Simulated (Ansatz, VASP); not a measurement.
# One calculation of BeTe, two programs

INCAR

```
SYSTEM = BeTe
  PREC = Accurate
  ENCUT = 600
  EDIFF = 1E-7
  ISMEAR = -1
  SIGMA = 0.08
  LREAL = .False.
  LASPH = .True.
  NELM = 60
  ALGO = Normal
  ISIF = 3
  LWAVE = .False.
  LCHARG = .False.
  GGA = PE
  IBRION = 2
  NSW = 100
  EDIFFG = -0.005
```

File KPOINTS:

```
Automatic mesh
0
Gamma
  11 11 11
  0 0 0
```

Contents of POSCAR:

```
BeTe
1.0
    0.0000000000      2.8548360655      2.8548360655
    2.8548360655      0.0000000000      2.8548360655
    2.8548360655      2.8548360655      0.0000000000
Be Te
1 1
Direct
    0.0000000000      0.0000000000      0.0000000000
    0.2500000000      0.2500000000      0.2500000000
```

Input for Ansatz:

```yaml
crystal:
  lattice:
    - [0.0, 2.8548360655, 2.8548360655]
    - [2.8548360655, 0.0, 2.8548360655]
    - [2.8548360655, 2.8548360655, 0.0]
  atoms:
    - { symbol: Be, position: [0.0, 0.0, 0.0] }
    - { symbol: Te, position: [0.25, 0.25, 0.25] }
kpoints:
  mp_grid: { grid: [11, 11, 11] }
scf:
  occupations: { method: fermi_dirac, width: 0.08 }
hamiltonian:
  xc: pbe
  pseudopotentials: { kind: paw }
output:
  forces: true
  stress: true
relax:
  f_tol: 0.005
  max_steps: 80
  cell: {}
```

Alike in both runs: task relaxation of cell and atoms; functional PBE; k mesh 11 × 11 × 11; occupations fermi-dirac, width 0.08 eV; no spin polarisation.

```csv
,VASP,Ansatz
version,VASP 6.6.1,Ansatz 0.2.0
potentials or method,"VASP PAW PBE potentials, release 64 (Be, Te)","PAW with Ansatz's default frozen-core files, scalar-relativistic"
plane-wave cutoff (eV),600,420
valence electrons in the cell,8,18
```

|  | VASP | Ansatz | Ansatz less VASP |
| --- | --- | --- | --- |
| relaxed volume (Å³/atom) | 22.76 | 22.72 | -0.042 |
| relaxed cell length with the largest relative difference (Å) | 4.008 | 4.005 | -0.0025 |

VASP's potentials hold 8 valence electrons a cell and Ansatz's 18, so a difference there can come from the potentials and not from the codes.

Neither program's run includes spin-orbit coupling.
